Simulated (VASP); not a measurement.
# Al (Immm) in VASP: a series of runs

The runs below take Al through single point, with PBE.

Everything below comes from runs of VASP 6.6.1. Logs are shortened: lines on timing, memory, paths and dates and some standing lists are left out, and cuts for length are marked.

## 1. The cell of the first run

The structure is orthorhombic, space group Immm (No. 71). The conventional cell has a = 3.162 Å, b = 3.235 Å, c = 3.308 Å, α = 90.00°, β = 90.00°, γ = 90.00°. Al (site symmetry mmm) has 14 Al at 2.80 to 3.31 Å within 3.7 Å.

## 2. Single point, PBE (strain +0.0225 x Voigt [1, -1, 0, 0, 0, 0])

The input, INCAR:

```
PREC     = Accurate       # precision mode
ENCUT    = 520            # plane-wave cutoff, eV
EDIFF    = 1E-6           # SCF threshold, eV
ISMEAR   = 0              # smearing method
SIGMA    = 0.15           # smearing width, eV
LREAL    = F              # projectors in reciprocal space
LASPH    = T              # aspherical terms in the spheres
NELM     = 60             # most SCF steps
ALGO     = Fast           # electronic algorithm
ISIF     = 2              # what is computed and relaxed
LWAVE    = F              # write WAVECAR
LCHARG   = T              # write CHGCAR
GGA      = PE             # functional
LELF     = T              # ELF
LVHAR    = T            
NBANDS   = 8              # bands
```

The input, KPOINTS:

```
regular mesh
0
Gamma
  26 26 26
```

The input, POSCAR:

```
Al
1.0
   -1.6539042017      1.5811162417      1.6175102217
    1.6539042017     -1.5811162417      1.6175102217
    1.6539042017      1.5811162417     -1.6175102217
Al
1
Direct
    0.0000000000      0.0000000000      0.0000000000
```

Potentials or basis: VASP PAW PBE potentials, release 64 (Al).

On the command line:

```
cat potpaw_PBE.64/Al/POTCAR > POTCAR
mpirun -np 1 vasp_std > vasp.out
```

OUTCAR:

```text
PREC = Accurate
   ENCUT = 520
   EDIFF = 1E-6
   ISMEAR = 0
   LREAL = F
   LASPH = T
   NELM = 60
   ISIF = 2
   GGA = PE

 ion  position               nearest neighbor table
   1  0.000  0.000  0.000-

  LATTYP: Found a body centered orthorhombic cell.
 ALAT       =     3.1622324834
 B/A-ratio  =     1.0230179028
 C/A-ratio  =     1.0460358056

  Lattice vectors:

 A1 = (  -1.6539042017,  -1.5811162417,  -1.6175102217)
 A2 = (  -1.6539042017,   1.5811162417,   1.6175102217)
 A3 = (   1.6539042017,   1.5811162417,  -1.6175102217)

Analysis of symmetry for initial positions (statically):
=====================================================================
 Subroutine PRICEL returns:
 Original cell was already a primitive cell.

 Routine SETGRP: Setting up the symmetry group for a
 body centered orthorhombic supercell.

 Subroutine GETGRP returns: Found  8 space group operations
 (whereof  8 operations were pure point group operations)
 out of a pool of  8 trial point group operations.

The static configuration has the point symmetry D_2h.

Analysis of symmetry for dynamics (positions and initial velocities):
=====================================================================
 Subroutine PRICEL returns:
 Original cell was already a primitive cell.

 Routine SETGRP: Setting up the symmetry group for a
 body centered orthorhombic supercell.

 Subroutine GETGRP returns: Found  8 space group operations
 (whereof  8 operations were pure point group operations)
 out of a pool of  8 trial point group operations.

The dynamic configuration has the point symmetry D_2h.

 Subroutine INISYM returns: Found  8 space group operations
 (whereof  8 operations are pure point group operations),
 and found     1 'primitive' translations

----------------------------------------------------------------------------------------

                                     Primitive cell

  volume of cell :      16.9193

  direct lattice vectors                    reciprocal lattice vectors
    -1.653904202  1.581116242  1.617510222     0.000000000  0.316232284  0.309117057
     1.653904202 -1.581116242  1.617510222     0.302314971  0.000000000  0.309117057
     1.653904202  1.581116242 -1.617510222     0.302314971  0.316232284  0.000000000

  length of vectors
     2.802082618  2.802082618  2.802082618     0.442217381  0.432374486  0.437489656

  position of ions in fractional coordinates (direct lattice)
     0.000000000  0.000000000  0.000000000

  ion indices of the primitive-cell ions
   primitive index   ion index
                 1           1

----------------------------------------------------------------------------------------

 KPOINTS: regular mesh

Automatic generation of k-mesh.
 Grid dimensions read from file:
 generate k-points for:   26   26   26

 Generating k-lattice:

  Cartesian coordinates                     Fractional coordinates (reciprocal lattice)
     0.000000000  0.012162780  0.011889118     0.038461538  0.000000000  0.000000000
     0.011627499  0.000000000  0.011889118     0.000000000  0.038461538 -0.000000000
     0.011627499  0.012162780  0.000000000     0.000000000 -0.000000000  0.038461538

  Length of vectors
     0.017008361  0.016629788  0.016826525

  Shift w.r.t. Gamma in fractional coordinates (k-lattice)
     0.000000000  0.000000000  0.000000000

 Subroutine IBZKPT returns following result:
 ===========================================

 Found   2471 irreducible k-points:

 Following reciprocal coordinates:
            Coordinates               Weight
  0.000000  0.000000  0.000000      1.000000
  0.038462  0.000000 -0.000000      4.000000
  0.076923  0.000000 -0.000000      4.000000
  0.115385  0.000000  0.000000      4.000000
  0.153846  0.000000  0.000000      4.000000
  0.192308  0.000000 -0.000000      4.000000
[... 16 lines left out ...]
  0.307692  0.038462  0.000000      8.000000
  0.346154  0.038462 -0.000000      8.000000
 [... further k-points ...]
   k-points           NKPTS =   2471   k-points in BZ     NKDIM =   2471   number of bands    NBANDS=      8
   number of dos      NEDOS =    301   number of ions     NIONS =      1
   total plane-waves  NPLWV =  13824
   dimension x,y,z NGX =    24 NGY =   24 NGZ =   24
   dimension x,y,z NGXF=    48 NGYF=   48 NGZF=   48
   ions per type =               1
   NGX,Y,Z   is equivalent  to a cutoff of  14.24, 14.24, 14.24 a.u.
   NGXF,Y,Z  is equivalent  to a cutoff of  28.48, 28.48, 28.48 a.u.
 SYSTEM =  unknown system
   PREC   = accura    normal or accurate (medium, high low for compatibility)
   ISTART =      0    job   : 0-new  1-cont  2-samecut
   ICHARG =      2    charge: 1-file 2-atom 10-const
   ISPIN  =      1    spin polarized calculation?
   LNONCOLLINEAR =      F non collinear calculations
   LSORBIT =      F    spin-orbit coupling
   LASPH  =      T    aspherical Exc in radial PAW
   ENCUT  =  520.0 eV  38.22 Ry    6.18 a.u.   5.21  5.21  5.21*2*pi/ulx,y,z
   NELM   =     60;   NELMIN=  2; NELMDL= -5     # of ELM steps
   EDIFF  = 0.1E-05   stopping-criterion for ELM
   LREAL  =      F    real-space projection
   EDIFFG = 0.1E-04   stopping-criterion for IOM
   NSW    =      0    number of steps for IOM
   IBRION =     -1    ionic relax: 0-MD 1-quasi-New 2-CG
   NFREE  =      0    steps in history (QN), initial steepest desc. (CG)
   ISIF   =      2    stress and relaxation
   ISYM   =      2    0-nonsym 1-usesym 2-fastsym
   POTIM  = 0.5000    time-step for ionic-motion
   TEBEG  =    0.0;   TEEND  =   0.0 temperature during run
   PSTRESS=    0.0 pullay stress
   NELECT =       3.0000    total number of electrons
   NUPDOWN=      -1.0000    fix difference up-down
   EMIN   =  10.00;   EMAX   =-10.00  energy-range for DOS
   EFERMI =   0.00;   METHOD = LEGACY
   ISMEAR =     0;   SIGMA  =   0.15  broadening in eV -4-tet -1-fermi 0-gaus
   EFERMI_NEDOS =   21; number of points for ismear=-14 and -15
   IALGO  =     68    algorithm
   IMIX   =      4    mixing-type and parameters
     AMIX     =   0.40;   BMIX     =  1.00
     AMIX_MAG =   1.60;   BMIX_MAG =  1.00
  volume/ion in A,a.u.               =      16.92       114.18
  Fermi-wavevector in a.u.,A,eV,Ry     =   0.919718  1.738016 11.508921  0.845882
  Thomas-Fermi vector in A             =   2.044944
   LORBIT       =      0    0 simple, 1 ext, 2 COOP (PROOUT), +10 PAW based schemes
   GGA     = PE    functional components
   LHFCALC =     F    Hartree Fock is set to
   AEXX    =    0.0000 exact exchange contribution
   IVDW    =     0    specifies the selected vdW correction
   LEPSILON=     F    determine dielectric tensor
   LRPA    =     F    only Hartree local field effects (RPA)
 non-spin polarized calculation
 RMM-DIIS sequential band-by-band and
 Gauss-broadening in eV      SIGMA  =   0.15
  energy-cutoff  :      520.00
  volume of cell :       16.92
 maximum number of plane-waves:       474
 NGX is ok and might be reduce to    24
   NGX = 11   NGY = 11   NGZ = 11

 number of electron       3.0000000 magnetization

 Free energy of the ion-electron system (eV)
  ---------------------------------------------------
  ext. energy  EPLUGINS =         0.00000000
  ---------------------------------------------------
  free energy    TOTEN  =        -3.65452877 eV

  energy without entropy =       -3.64968024  energy(sigma->0) =       -3.65210451

 E-fermi :   7.7427     XC(G=0): -10.1104

 val. band max:        7.7424609867   @ k =   0.0769   0.3077   0.0385
 cond. band min:       7.7436772088   @ k =   0.3846   0.2308   0.1538
 fundamental gap:      0.0012162221
 Fermi energy:         7.7426927068

 k-point     1 :       0.0000    0.0000    0.0000
  band No.  band energies     occupation
      1      -3.2167      2.00000
      2      20.3560      0.00000
      3      20.8951      0.00000
      4      21.3889      0.00000
      5      21.8489      0.00000
      6      21.9848      0.00000
      7      22.3028      0.00000
      8      23.3227      0.00000

 k-point     2 :       0.0385    0.0000   -0.0000
  band No.  band energies     occupation
      1      -3.1739      2.00000
      2      20.0195      0.00000
      3      20.5801      0.00000
      4      20.6834      0.00000
      5      21.7940      0.00000
      6      22.3713      0.00000
      7      22.5076      0.00000
      8      23.4894      0.00000

 k-point     3 :       0.0769    0.0000   -0.0000
  band No.  band energies     occupation
      1      -3.0454      2.00000
      2      19.3581      0.00000
      3      19.3793      0.00000
      4      20.0303      0.00000
      5      21.1909      0.00000
      6      22.5143      0.00000
      7      23.2996      0.00000
      8      23.4700      0.00000

 k-point     4 :       0.1154    0.0000    0.0000
  band No.  band energies     occupation
      1      -2.8315      2.00000
      2      17.8489      0.00000
      3      18.6757      0.00000
      4      19.3873      0.00000
      5      20.5381      0.00000
      6      21.9964      0.00000
      7      23.8117      0.00000
      8      24.2745      0.00000

 k-point     5 :       0.1538    0.0000    0.0000
  band No.  band energies     occupation
      1      -2.5326      2.00000
      2      16.2484      0.00000
      3      18.0390      0.00000
      4      18.7275      0.00000
      5      19.9068      0.00000
      6      21.4402      0.00000
      7      24.2600      0.00000
      8      24.6058      0.00000
[... 177 lines left out ...]
 k-point    22 :       0.2692    0.0385    0.0000
  band No.  band energies     occupation
      1      -0.8025      2.00000
      2      10.8850      0.00000
      3      15.6090      0.00000
      4      16.8177      0.00000
      5      18.4395      0.00000
      6      20.2450      0.00000
      7      25.5922      0.00000
      8      26.7431      0.00000

 k-point    23 :       0.3077    0.0385    0.0000
  band No.  band energies     occupation
      1      -0.1305      2.00000
      2       9.4642      0.00000
      3      15.2590      0.00000
      4      16.4263      0.00000
      5      18.0817      0.00000
      6      19.8908      0.00000
      7      26.2127      0.00000
      8      27.3414      0.00000

 k-point    24 :       0.3462    0.0385   -0.0000
  band No.  band energies     occupation
      1       0.6218      2.00000
      2       8.1102      0.00053
      3      14.9817      0.00000
      4      16.1078      0.00000
      5      17.7956      0.00000
      6      19.5969      0.00000
      7      26.8688      0.00000
      8      27.9827      0.00000

 [... further k-points ...]
[... 5 lines left out ...]
  --------------------------------------------------------------------------------------
  -------------------------------------------------------------------------------------
  Total        0.0695027     -0.0878283      0.0087863      0.0000000     -0.0000000      0.0000000
  in kB        6.5815930     -8.3169462      0.8320258      0.0000000     -0.0000000      0.0000000
  external PRESSURE =      -0.3011092 kB  Pullay stress =       0.0000000 kB

 VOLUME and BASIS-vectors are now :
 -----------------------------------------------------------------------------
  energy-cutoff  :      520.00
  volume of cell :       16.92
      direct lattice vectors                 reciprocal lattice vectors
    -1.653904202  1.581116242  1.617510222     0.000000000  0.316232284  0.309117057
     1.653904202 -1.581116242  1.617510222     0.302314971  0.000000000  0.309117057
     1.653904202  1.581116242 -1.617510222     0.302314971  0.316232284  0.000000000

 POSITION                                       TOTAL-FORCE (eV/Angst)
 -----------------------------------------------------------------------------------
      0.00000      0.00000      0.00000         0.000000      0.000000      0.000000
 -----------------------------------------------------------------------------------
    total drift:                                0.000000     -0.000000      0.000000

  FREE ENERGIE OF THE ION-ELECTRON SYSTEM (eV)
  ---------------------------------------------------
  free  energy   TOTEN  =        -3.6545287733 eV

  energy  without entropy=       -3.6496802418  energy(sigma->0) =       -3.65210451
```

Wall time 76 s (1 thread of Intel Xeon 6975P-C (Granite Rapids), shared host); peak memory 0.39 GiB.

What came out:

```yaml
Free_energy: -3.6545 eV
Pressure: 0.0 GPa
```

Levels at points of the mesh, in eV from the Fermi level:
| k point | band 1 | band 2 | band 3 | band 4 | band 5 | band 6 |
| --- | --- | --- | --- | --- | --- | --- |
| (0.00, 0.00, 0.00) | -10.96 | 12.61 | 13.15 | 13.65 | 14.11 | 14.24 |
| (0.50, 0.00, 0.00) | -4.12 | -3.62 | 7.58 | 7.77 | 9.28 | 10.97 |
| (0.00, 0.50, 0.00) | -4.33 | -4.04 | 8.41 | 8.70 | 10.35 | 11.46 |
| (0.50, 0.50, 0.00) | -4.22 | -3.82 | 7.98 | 8.21 | 9.80 | 11.22 |
| (0.50, 0.50, 0.50) | 1.23 | 1.82 | 2.46 | 2.75 | 3.17 | 5.44 |

Caveat: the cell differs from its parent crystal (strain +0.0225 x Voigt [1, -1, 0, 0, 0, 0]).

## 3. Single point, PBE (strain +0.0075 x Voigt [1, -1, 0, 0, 0, 0])

The input, INCAR:

```
SYSTEM = Al
PREC = Accurate ; ENCUT = 520
EDIFF = 1E-6 ; ISMEAR = 0
SIGMA = 0.15 ; LREAL = .False.
LASPH = .True. ; NELM = 60
ALGO = Fast ; ISIF = 2
LWAVE = .False. ; LCHARG = .False.
GGA = PE ; NBANDS = 8
```

The input, KPOINTS:

```
regular mesh
0
Gamma
  26 26 26
  0 0 0
```

The input, POSCAR:

```
Al
1.0
   -1.6296415484      1.6053788950      1.6175102217
    1.6296415484     -1.6053788950      1.6175102217
    1.6296415484      1.6053788950     -1.6175102217
Al
1
Direct
    0.0000000000      0.0000000000      0.0000000000
```

Potentials or basis: VASP PAW PBE potentials, release 64 (Al).

On the command line:

```
cat potpaw_PBE.64/Al/POTCAR > POTCAR
mpirun -np 1 vasp_std > vasp.out
```

OUTCAR:

```text
SYSTEM = Al
   PREC = Accurate
   ENCUT = 520
   EDIFF = 1E-6
   ISMEAR = 0
   LREAL = .False.
   LASPH = .True.
   NELM = 60
   ISIF = 2
   GGA = PE

 ion  position               nearest neighbor table
   1  0.000  0.000  0.000-

  LATTYP: Found a body centered orthorhombic cell.
 ALAT       =     3.2107577900
 B/A-ratio  =     1.0075566751
 C/A-ratio  =     1.0151133502

  Lattice vectors:

 A1 = (  -1.6296415484,  -1.6053788950,  -1.6175102217)
 A2 = (  -1.6296415484,   1.6053788950,   1.6175102217)
[... 438 lines left out ...]
      1       0.5695      2.00000
      2       7.9246      0.08358
      3      15.2844      0.00000
      4      16.2930      0.00000
      5      18.1521      0.00000
      6      19.7271      0.00000
      7      26.2953      0.00000
      8      27.8085      0.00000

 [... further k-points ...]
[... 5 lines left out ...]
  --------------------------------------------------------------------------------------
  -------------------------------------------------------------------------------------
  Total        0.0155800     -0.0324945     -0.0047384      0.0000000      0.0000000      0.0000000
  in kB        1.4746960     -3.0757000     -0.4485039      0.0000000      0.0000000      0.0000000
  external PRESSURE =      -0.6831693 kB  Pullay stress =       0.0000000 kB

 VOLUME and BASIS-vectors are now :
 -----------------------------------------------------------------------------
  energy-cutoff  :      520.00
  volume of cell :       16.93
      direct lattice vectors                 reciprocal lattice vectors
    -1.629641548  1.605378895  1.617510222     0.000000000  0.311452955  0.309117057
     1.629641548 -1.605378895  1.617510222     0.306815938  0.000000000  0.309117057
     1.629641548  1.605378895 -1.617510222     0.306815938  0.311452955  0.000000000

 POSITION                                       TOTAL-FORCE (eV/Angst)
 -----------------------------------------------------------------------------------
      0.00000      0.00000      0.00000        -0.000000      0.000000      0.000000
 -----------------------------------------------------------------------------------
    total drift:                                0.000000      0.000000      0.000000

  FREE ENERGIE OF THE ION-ELECTRON SYSTEM (eV)
  ---------------------------------------------------
  free  energy   TOTEN  =        -3.6530003309 eV

  energy  without entropy=       -3.6483609826  energy(sigma->0) =       -3.65068066
```

Wall time 73 s (1 thread of Intel Xeon 6975P-C (Granite Rapids), shared host); peak memory 0.39 GiB.

What came out:

| Quantity | Value |
| --- | --- |
| Free energy | -3.6530 eV |
| Pressure | -0.1 GPa |

Stress tensor (GPa, compression positive):
```
 0.15  0.00  0.00
 0.00 -0.31  0.00
 0.00  0.00 -0.04
```

Levels at points of the mesh, in eV from the Fermi level:
| k point | band 1 | band 2 | band 3 | band 4 | band 5 |
| --- | --- | --- | --- | --- | --- |
| (0.00, 0.00, 0.00) | -10.96 | 12.94 | 13.11 | 13.28 | 14.25 |
| (0.50, 0.00, 0.00) | -4.19 | -3.77 | 7.83 | 8.06 | 9.62 |
| (0.00, 0.50, 0.00) | -4.26 | -3.90 | 8.11 | 8.36 | 9.98 |
| (0.50, 0.50, 0.00) | -4.23 | -3.83 | 7.97 | 8.21 | 9.80 |
| (0.50, 0.50, 0.50) | 1.62 | 1.82 | 2.03 | 2.95 | 3.08 |

Caveat: the cell differs from its parent crystal (strain +0.0075 x Voigt [1, -1, 0, 0, 0, 0]).
